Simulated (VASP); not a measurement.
# KF (P1) in VASP: single point with PBE

Aim: the single point of KF with PBE.

Everything below comes from runs of VASP 6.6.1. Logs are shortened: lines on timing, memory, paths and dates and some standing lists are left out, and cuts for length are marked.

### Step 1. The cell of the first run

The typed cell holds 2 atoms: a = 3.548 Å, b = 3.611 Å, c = 3.742 Å, α = 61.75°, β = 59.26°, γ = 59.33°.

### Step 2. Single point, PBE (atoms moved at random and the cell strained at random)

INCAR reads:

```
  ALGO = Normal
  EDIFF = 1E-6
  ENCUT = 520
  GGA = PE
  ISIF = 2
  ISMEAR = 0
  LASPH = T
  LCHARG = F
  LREAL = F
  LWAVE = F
  NBANDS = 15
  NELM = 60
  PREC = Accurate
  SIGMA = 0.02
```

KPOINTS reads:

```
k-points
0
Gamma
  8 8 8
```

POSCAR reads:

```
KF
1.0
    0.0721845000      2.5323926700      2.4844300800
    2.5397447950     -0.0100256250      2.5666402050
    2.6079190450      2.6827770450     -0.0781998750
K F
1 1
Direct
   -0.0270170189      0.0230708809      0.0100093510
    0.5270170189      0.4769291191      0.4899906490
```

Potentials or basis: VASP PAW PBE potentials, release 64 (K_sv, F).

Command:

```bash
cat potpaw_PBE.64/K_sv/POTCAR potpaw_PBE.64/F/POTCAR > POTCAR
mpirun -np 1 vasp_std > vasp.out
```

OUTCAR:

```text
EDIFF = 1E-6
   ENCUT = 520
   GGA = PE
   ISIF = 2
   ISMEAR = 0
   LASPH = T
   LREAL = F
   NELM = 60
   PREC = Accurate

 ion  position               nearest neighbor table
   1  0.973  0.023  0.010-   2 2.38   2 2.54   2 2.56   2 2.59   2 2.70   2 2.70
   2  0.527  0.477  0.490-   1 2.38   1 2.54   1 2.56   1 2.59   1 2.70   1 2.70

  LATTYP: Found a triclinic cell.
 ALAT       =     3.5483258108
 B/A-ratio  =     1.0176132788
 C/A-ratio  =     1.0168946319
 COS(alpha) =     0.0106485439
 COS(beta)  =     0.4532259949
 COS(gamma) =     0.5100208152

  Lattice vectors:

 A1 = (  -0.0721845000,  -2.5323926700,  -2.4844300800)
 A2 = (  -2.5397447950,   0.0100256250,  -2.5666402050)
 A3 = (   2.5357345450,   0.1503843750,  -2.5626299550)

Analysis of symmetry for initial positions (statically):
=====================================================================
 Subroutine PRICEL returns:
 Original cell was already a primitive cell.

 Routine SETGRP: Setting up the symmetry group for a
 triclinic supercell.

 Subroutine GETGRP returns: Found  1 space group operations
 (whereof  1 operations were pure point group operations)
 out of a pool of  2 trial point group operations.

The static configuration has the point symmetry C_1 .

Analysis of symmetry for dynamics (positions and initial velocities):
=====================================================================
 Subroutine PRICEL returns:
 Original cell was already a primitive cell.

 Routine SETGRP: Setting up the symmetry group for a
 triclinic supercell.

 Subroutine GETGRP returns: Found  1 space group operations
 (whereof  1 operations were pure point group operations)
 out of a pool of  2 trial point group operations.

The dynamic configuration has the point symmetry C_1 .

 Subroutine INISYM returns: Found  1 space group operations
 (whereof  1 operations are pure point group operations),
 and found     1 'primitive' translations

----------------------------------------------------------------------------------------

                                     Primitive cell

  volume of cell :      33.9496

  direct lattice vectors                    reciprocal lattice vectors
     0.072184500  2.532392670  2.484430080    -0.202799085  0.203012878  0.201466980
     2.539744795 -0.010025625  2.566640205     0.202158881 -0.191013893  0.188827791
     2.607919045  2.682777045 -0.078199875     0.192186558  0.180401365 -0.189467995

  length of vectors
     3.548325811  3.610823463  3.742278669     0.350614663  0.336170277  0.324620466

  position of ions in fractional coordinates (direct lattice)
     0.972982981  0.023070881  0.010009351
     0.527017019  0.476929119  0.489990649

  ion indices of the primitive-cell ions
   primitive index   ion index
                 1           1
                 2           2

----------------------------------------------------------------------------------------

 KPOINTS: k-points

Automatic generation of k-mesh.
 Grid dimensions read from file:
 generate k-points for:    8    8    8

 Generating k-lattice:

  Cartesian coordinates                     Fractional coordinates (reciprocal lattice)
    -0.025349886  0.025376610  0.025183373     0.125000000  0.000000000  0.000000000
     0.025269860 -0.023876737  0.023603474     0.000000000  0.125000000  0.000000000
     0.024023320  0.022550171 -0.023683499     0.000000000  0.000000000  0.125000000

  Length of vectors
     0.043826833  0.042021285  0.040577558

  Shift w.r.t. Gamma in fractional coordinates (k-lattice)
     0.000000000  0.000000000  0.000000000

 Subroutine IBZKPT returns following result:
 ===========================================

 Found    260 irreducible k-points:

 Following reciprocal coordinates:
            Coordinates               Weight
  0.000000  0.000000  0.000000      1.000000
  0.125000  0.000000 -0.000000      2.000000
  0.250000  0.000000 -0.000000      2.000000
  0.375000  0.000000 -0.000000      2.000000
  0.500000  0.000000 -0.000000      1.000000
  0.000000  0.125000  0.000000      2.000000
[... 16 lines left out ...]
  0.125000  0.375000  0.000000      2.000000
  0.250000  0.375000  0.000000      2.000000
 [... further k-points ...]
   k-points           NKPTS =    260   k-points in BZ     NKDIM =    260   number of bands    NBANDS=     15
   number of dos      NEDOS =    301   number of ions     NIONS =      2
   total plane-waves  NPLWV =  21952
   dimension x,y,z NGX =    28 NGY =   28 NGZ =   28
   dimension x,y,z NGXF=    56 NGYF=   56 NGZF=   56
   ions per type =               1   1
   NGX,Y,Z   is equivalent  to a cutoff of  13.12, 12.89, 12.44 a.u.
   NGXF,Y,Z  is equivalent  to a cutoff of  26.24, 25.78, 24.88 a.u.
 SYSTEM =  unknown system
   PREC   = accura    normal or accurate (medium, high low for compatibility)
   ISTART =      0    job   : 0-new  1-cont  2-samecut
   ICHARG =      2    charge: 1-file 2-atom 10-const
   ISPIN  =      1    spin polarized calculation?
   LNONCOLLINEAR =      F non collinear calculations
   LSORBIT =      F    spin-orbit coupling
   LASPH  =      T    aspherical Exc in radial PAW
   ENCUT  =  520.0 eV  38.22 Ry    6.18 a.u.   6.60  6.71  6.96*2*pi/ulx,y,z
   NELM   =     60;   NELMIN=  2; NELMDL= -5     # of ELM steps
   EDIFF  = 0.1E-05   stopping-criterion for ELM
   LREAL  =      F    real-space projection
   EDIFFG = 0.1E-04   stopping-criterion for IOM
   NSW    =      0    number of steps for IOM
   IBRION =     -1    ionic relax: 0-MD 1-quasi-New 2-CG
   NFREE  =      0    steps in history (QN), initial steepest desc. (CG)
   ISIF   =      2    stress and relaxation
   ISYM   =      2    0-nonsym 1-usesym 2-fastsym
   POTIM  = 0.5000    time-step for ionic-motion
   TEBEG  =    0.0;   TEEND  =   0.0 temperature during run
   PSTRESS=    0.0 pullay stress
   NELECT =      16.0000    total number of electrons
   NUPDOWN=      -1.0000    fix difference up-down
   EMIN   =  10.00;   EMAX   =-10.00  energy-range for DOS
   EFERMI =   0.00;   METHOD = LEGACY
   ISMEAR =     0;   SIGMA  =   0.02  broadening in eV -4-tet -1-fermi 0-gaus
   EFERMI_NEDOS =   21; number of points for ismear=-14 and -15
   IALGO  =     38    algorithm
   IMIX   =      4    mixing-type and parameters
     AMIX     =   0.40;   BMIX     =  1.00
     AMIX_MAG =   1.60;   BMIX_MAG =  1.00
  volume/ion in A,a.u.               =      16.97       114.55
  Fermi-wavevector in a.u.,A,eV,Ry     =   1.274002  2.407515 22.083359  1.623081
  Thomas-Fermi vector in A             =   2.406794
   LORBIT       =      0    0 simple, 1 ext, 2 COOP (PROOUT), +10 PAW based schemes
   GGA     = PE    functional components
   LHFCALC =     F    Hartree Fock is set to
   AEXX    =    0.0000 exact exchange contribution
   IVDW    =     0    specifies the selected vdW correction
   LEPSILON=     F    determine dielectric tensor
   LRPA    =     F    only Hartree local field effects (RPA)
 non-spin polarized calculation
 Gauss-broadening in eV      SIGMA  =   0.02
  energy-cutoff  :      520.00
  volume of cell :       33.95
 maximum number of plane-waves:       934
 NGX is ok and might be reduce to    28
   NGX = 13   NGY = 13   NGZ = 13

 number of electron      16.0000000 magnetization

 Free energy of the ion-electron system (eV)
  ---------------------------------------------------
  ext. energy  EPLUGINS =         0.00000000
  ---------------------------------------------------
  free energy    TOTEN  =        -8.11720387 eV

  energy without entropy =       -8.11720387  energy(sigma->0) =       -8.11720387

 E-fermi :  -2.2065     XC(G=0):  -8.9450

 val. band max:       -2.4215385410   @ k =   0.0000   0.0000   0.0000
 cond. band min:       4.3306207064   @ k =   0.0000   0.0000   0.0000
 fundamental gap:      6.7521592473
 Fermi energy:        -2.2065103071

 k-point     1 :       0.0000    0.0000    0.0000
  band No.  band energies     occupation
      1     -28.3050      2.00000
      2     -21.1800      2.00000
      3     -11.4775      2.00000
      4     -11.4403      2.00000
      5     -11.4045      2.00000
      6      -2.5257      2.00000
      7      -2.4607      2.00000
      8      -2.4215      2.00000
      9       4.3306      0.00000
     10       8.1185      0.00000
     11       8.5687      0.00000
     12       9.0767      0.00000
     13      10.3339      0.00000
     14      10.6565      0.00000
     15      15.2354      0.00000

 k-point     2 :       0.1250    0.0000   -0.0000
  band No.  band energies     occupation
      1     -28.2780      2.00000
      2     -21.2007      2.00000
      3     -11.4899      2.00000
      4     -11.4758      2.00000
      5     -11.4468      2.00000
      6      -2.6253      2.00000
      7      -2.5959      2.00000
      8      -2.5096      2.00000
      9       4.8551      0.00000
     10       8.3905      0.00000
     11       8.6540      0.00000
     12       8.8584      0.00000
     13      10.4688      0.00000
     14      10.8073      0.00000
     15      16.2610      0.00000

 k-point     3 :       0.2500    0.0000   -0.0000
  band No.  band energies     occupation
      1     -28.2119      2.00000
      2     -21.2522      2.00000
      3     -11.6505      2.00000
      4     -11.5008      2.00000
      5     -11.4765      2.00000
      6      -2.9737      2.00000
      7      -2.7796      2.00000
      8      -2.6934      2.00000
      9       6.1179      0.00000
     10       8.1330      0.00000
     11       9.0959      0.00000
     12       9.5941      0.00000
     13      10.9059      0.00000
     14      11.2562      0.00000
     15      17.7668      0.00000

 k-point     4 :       0.3750    0.0000   -0.0000
  band No.  band energies     occupation
      1     -28.1443      2.00000
      2     -21.3045      2.00000
      3     -11.8181      2.00000
      4     -11.5178      2.00000
      5     -11.5036      2.00000
      6      -3.2768      2.00000
      7      -2.9545      2.00000
      8      -2.8703      2.00000
      9       7.0749      0.00000
     10       8.5261      0.00000
     11       9.7663      0.00000
     12      10.3306      0.00000
     13      11.7814      0.00000
     14      12.1008      0.00000
     15      16.4313      0.00000
[... 307 lines left out ...]
 k-point    22 :      -0.0000    0.3750    0.0000
  band No.  band energies     occupation
      1     -28.1631      2.00000
      2     -21.3256      2.00000
      3     -11.7501      2.00000
      4     -11.4886      2.00000
      5     -11.4630      2.00000
      6      -3.2734      2.00000
      7      -2.8804      2.00000
      8      -2.7766      2.00000
      9       6.8742      0.00000
     10       8.3915      0.00000
     11       9.5840      0.00000
     12      10.3903      0.00000
     13      11.9307      0.00000
     14      12.0902      0.00000
     15      15.9309      0.00000

 k-point    23 :       0.1250    0.3750    0.0000
  band No.  band energies     occupation
      1     -28.1712      2.00000
      2     -21.3039      2.00000
      3     -11.7123      2.00000
      4     -11.5577      2.00000
      5     -11.5222      2.00000
      6      -3.1236      2.00000
      7      -2.7540      2.00000
      8      -2.7180      2.00000
      9       6.8571      0.00000
     10       7.7678      0.00000
     11       9.7583      0.00000
     12      10.1473      0.00000
     13      11.7322      0.00000
     14      11.9546      0.00000
     15      16.2967      0.00000

 k-point    24 :       0.2500    0.3750    0.0000
  band No.  band energies     occupation
      1     -28.1573      2.00000
      2     -21.2752      2.00000
      3     -11.8242      2.00000
      4     -11.6681      2.00000
      5     -11.6083      2.00000
      6      -2.9632      2.00000
      7      -2.6203      2.00000
      8      -2.5338      2.00000
      9       6.7937      0.00000
     10       7.1647      0.00000
     11      10.1405      0.00000
     12      10.5335      0.00000
     13      11.6102      0.00000
     14      11.8814      0.00000
     15      16.5973      0.00000

 [... further k-points ...]
[... 5 lines left out ...]
  --------------------------------------------------------------------------------------
  -------------------------------------------------------------------------------------
  Total        2.2729245      1.1917834      1.4535186     -0.0181260      0.1255501      0.0473674
  in kB      107.2658434     56.2436883     68.5957228     -0.8554176      5.9250714      2.2354062
  external PRESSURE =      77.3684182 kB  Pullay stress =       0.0000000 kB

 VOLUME and BASIS-vectors are now :
 -----------------------------------------------------------------------------
  energy-cutoff  :      520.00
  volume of cell :       33.95
      direct lattice vectors                 reciprocal lattice vectors
     0.072184500  2.532392670  2.484430080    -0.202799085  0.203012878  0.201466980
     2.539744795 -0.010025625  2.566640205     0.202158881 -0.191013893  0.188827791
     2.607919045  2.682777045 -0.078199875     0.192186558  0.180401365 -0.189467995

 POSITION                                       TOTAL-FORCE (eV/Angst)
 -----------------------------------------------------------------------------------
      0.15493      2.49060      2.47574        -0.591340      0.134356      0.030129
      2.52718      2.64437      2.49513         0.591340     -0.134356     -0.030129
 -----------------------------------------------------------------------------------
    total drift:                                0.000270     -0.000015      0.000133

  FREE ENERGIE OF THE ION-ELECTRON SYSTEM (eV)
  ---------------------------------------------------
  free  energy   TOTEN  =        -8.1172038736 eV

  energy  without entropy=       -8.1172038736  energy(sigma->0) =       -8.11720387
```

It took 3.3 min on 1 thread of AMD EPYC 7R13 (Zen 3), shared host; peak memory 0.21 GiB.

What came out:

- Free energy: -8.1172 eV
- Pressure: 7.7 GPa
- Largest force: 0.607 eV/Å
- Band gap on the k mesh: 6.75 eV, direct

Forces in eV/Å, atoms in the order of the input:
```
K   -0.591  0.134  0.030
F    0.591 -0.134 -0.030
```

Stress tensor (GPa, compression positive):
```
10.73 -0.09  0.22
-0.09  5.62  0.59
 0.22  0.59  6.86
```

Levels at points of the mesh, in eV from the valence-band top:
```
           k point  band 6  band 7  band 8  band 9  band 10  band 11
(0.00, 0.00, 0.00)   -0.10   -0.04    0.00    6.75    10.54    10.99
(0.50, 0.00, 0.00)   -0.97   -0.60   -0.52    9.63    11.64    12.41
(0.00, 0.50, 0.00)   -0.96   -0.53   -0.41    9.47    11.40    12.26
(0.50, 0.50, 0.00)   -0.19   -0.13    0.00    8.35    10.83    12.80
(0.00, 0.00, 0.50)   -0.94   -0.43   -0.34    9.33    11.16    12.31
(0.50, 0.00, 0.50)   -0.24   -0.10   -0.01    8.39    10.80    12.63
(0.00, 0.50, 0.50)   -0.13   -0.08   -0.04    8.22    10.80    12.81
(0.50, 0.50, 0.50)   -0.96   -0.53   -0.39    9.47    11.34    12.16
```

Caveat: the cell differs from its parent crystal (atoms moved at random and the cell strained at random).
